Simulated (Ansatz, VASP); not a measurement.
**BN in VASP and in Ansatz**

```
B N
1.0
     2.55452    0.00000    0.00000
    -1.27726    2.21228    0.00000
     0.00000    0.00000    4.22455
B N
2 2
Cartesian
  0.0000 1.4749 -0.0013
  1.2773 0.7374 2.1110
  0.0000 1.4749 1.5813
  1.2773 0.7374 3.6936
```

Alike in both runs: functional PBE; k mesh 12 × 12 × 6; occupations gaussian, width 0.02 eV; no spin polarisation.

Ansatz relaxed the structure, and its values are those at the end. VASP's run is a single point on that final structure, the one shown.

|  | VASP | Ansatz |
| --- | --- | --- |
| version | VASP 6.6.1 | Ansatz 0.2.0 |
| potentials or method | VASP PAW PBE potentials, release 64 (B, N), cutoff 600 eV | scalar-relativistic, plane waves, PAW |
| valence electrons in the cell | 16 | 16 |

|  | VASP | Ansatz | Ansatz less VASP |
| --- | --- | --- | --- |
| gap on the k mesh at the Fermi level (eV) | 5.21 | 5.23 | +0.017 |
| least direct gap on the mesh (eV) | 8.24 | 8.25 | +0.007 |
| pressure (GPa) | 0.0 | 0.0 | +0.04 |
